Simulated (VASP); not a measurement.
P: single point with PBEsol

The system is P.

```xyz
2
Lattice="-1.7169 2.5529 1.8868 1.7169 -2.5529 1.8868 1.7169 2.5529 -1.8868" Properties=species:S:1:pos:R:3 pbc="T T T"
P     0.0000    3.8293    0.2012
P     1.7169   -1.2764    1.6857
```

This cell differs from its parent crystal: strain +0.015 along x and y, +0.015 along z.

```json
{"Program": "VASP 6.6.1", "Task": "single point", "Functional": "PBEsol", "Potentials or basis": "VASP PAW PBE potentials, release 64 (P)", "Cutoff": "520 eV", "k mesh": "18 × 18 × 18", "Occupations": "gaussian, width 0.15 eV", "Spin": "no spin polarisation"}
```

The pressure is -4.8 GPa and the largest force is 0.062 eV/Å. The band gap on the k mesh is zero (bands 5 and 6 overlap by 1.03 eV).

Forces in eV/Å, atoms in the order of the input:
```
P    0.000  0.000 -0.062
P    0.000  0.000  0.062
```

Stress tensor (GPa, compression positive):
```
-4.95  0.00  0.00
 0.00 -5.23  0.00
 0.00  0.00 -4.32
```

Levels at points of the mesh, in eV from the Fermi level:
```
           k point  band 3  band 4  band 5  band 6  band 7  band 8
(0.00, 0.00, 0.00)   -2.98   -2.75   -2.09    1.46    2.34    3.99
(0.50, 0.00, 0.00)   -3.10   -1.69   -1.47    0.24    0.83    1.71
(0.00, 0.50, 0.00)   -6.35   -5.23   -4.92    0.52    6.54    6.83
(0.50, 0.50, 0.00)   -3.25   -3.25   -0.10   -0.10    0.24    0.24
(0.50, 0.50, 0.50)   -7.84   -5.04   -4.90    0.26    6.29    8.11
```

Run time: 3.6 min on 1 thread of Intel(R) Xeon(R) Platinum 8488C (Sapphire Rapids) (shared host), peak memory 0.35 GiB.

Caveat: the cell differs from its parent crystal (strain +0.015 along x and y, +0.015 along z); the cell stands under tension; the PAW data sets were made with another functional, which shifts forces and pressure a little.
